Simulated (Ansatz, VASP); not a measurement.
**Two plane-wave programs on SnTe3**

Contents of INCAR:

```
PREC = Accurate
ENCUT = 520
EDIFF = 1E-6
ISMEAR = 0
SIGMA = 0.1
LREAL = False
LASPH = True
NELM = 60
ALGO = Normal
ISIF = 2
LWAVE = False
LCHARG = True
GGA = PE
LELF = True
LVHAR = True
NBANDS = 24
```

Contents of KPOINTS:

```
regular mesh
0
Gamma
  4 4 4
```

The input POSCAR:

```
SnTe3
1.0
    5.6008657100      0.0000000000      0.0000000000
    0.0000000000      5.6008657100      0.0000000000
    0.0000000000      0.0000000000      5.6008657100
Sn Te
1 3
Direct
    0.0000000000      0.0000000000      0.0000000000
    0.0000000000      0.5000000000      0.5000000000
    0.5000000000      0.0000000000      0.5000000000
    0.5000000000      0.5000000000      0.0000000000
```

Input for Ansatz:

```yaml
crystal:
  lattice:
    - [5.60086571, 0.0, 0.0]
    - [0.0, 5.60086571, 0.0]
    - [0.0, 0.0, 5.60086571]
  atoms:
    - { symbol: Sn, position: [0.0, 0.0, 0.0] }
    - { symbol: Te, position: [0.0, 0.5, 0.5] }
    - { symbol: Te, position: [0.5, 0.0, 0.5] }
    - { symbol: Te, position: [0.5, 0.5, 0.0] }
basis:
  ecutwfc: 420
kpoints:
  mp_grid: { grid: [4, 4, 4] }
hamiltonian:
  xc: pbe
scf:
  occupations: { method: gaussian, width: 0.1 }
  lower_state_search: "off"
output:
  forces: true
  stress: true
  eigenvalues: true
```

Change from the starting cell: species swapped into the SmY3 type (Pm-3m, No. 221).

Alike in both runs: task single point; functional PBE; k mesh 4 × 4 × 4; occupations gaussian, width 0.1 eV; no spin polarisation.

|  | VASP | Ansatz |
| --- | --- | --- |
| version | VASP 6.6.1 | Ansatz 0.2.0 |
| potentials or method | VASP PAW PBE potentials, release 64 (Sn_d, Te), cutoff 520 eV | scalar-relativistic, plane waves, PAW |
| valence electrons in the cell | 32 | 62 |

VASP gave:

* gap on the k mesh at the Fermi level (eV): none
* pressure (GPa): -7.1

Q: Which values does Ansatz return?

A: gap on the k mesh at the Fermi level (eV): none; pressure (GPa): -7.0.

A gap of «none» marks a metal or a gap that the smearing closes. VASP's potentials hold 32 valence electrons a cell and Ansatz's 62, so a difference there can come from the potentials and not from the codes.

Neither program's run includes spin-orbit coupling.
